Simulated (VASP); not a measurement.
Set up this calculation in VASP 6.6.1, as the native input.

```yaml
Task: single point
Functional: PBE
Potentials_or_basis: VASP PAW PBE potentials, release 64 (Al, N)
Cutoff: 520 eV
k_mesh: 10 × 10 × 10
Occupations: fermi-dirac, width 0.02 eV
Spin: no spin polarisation
Dipole_correction: no
Further_INCAR_settings: ALGO = Normal; EDIFF = 1e-06; NBANDS = 11
```

The structure of AlN lies in POSCAR:

```
AlN
1.0
    0.0000000000      1.9780000000      1.9186600000
    1.9780000000      0.0000000000      1.9186600000
    1.9780000000      1.9780000000      0.0000000000
Al N
1 1
Direct
    0.0000000000      0.0000000000      0.0000000000
    0.5000000000      0.5000000000      0.5000000000
```

This cell differs from its parent crystal: zz strain of -3 %.

These files were run (other wordings do the same):

INCAR

```
SYSTEM = AlN
PREC = Accurate
ENCUT = 520
EDIFF = 1E-6
ISMEAR = -1
SIGMA = 0.02
LREAL = .FALSE.
LASPH = .TRUE.
NELM = 60
ALGO = Normal
ISIF = 2
LWAVE = .FALSE.
LCHARG = .TRUE.
GGA = PE
LELF = .TRUE.
LVHAR = .TRUE.
NBANDS = 11
```

KPOINTS

```
Automatic mesh
0
G
  10 10 10
  0 0 0
```

Potentials or basis: VASP PAW PBE potentials, release 64 (Al, N).

The run is started by

```bash
$ cat potpaw_PBE.64/Al/POTCAR potpaw_PBE.64/N/POTCAR > POTCAR
$ mpirun -np 1 vasp_std > vasp.out
```

Results of the run:

The pressure is 37.0 GPa and the band gap on the k mesh is 4.84 eV, indirect (least direct gap 7.04 eV).

Caveat: the cell differs from its parent crystal (zz strain of -3 %).

It took 12 s on 1 thread of AMD EPYC 7R13 Processor (Zen 3), with other jobs on the host, peak memory 0.1 GiB.
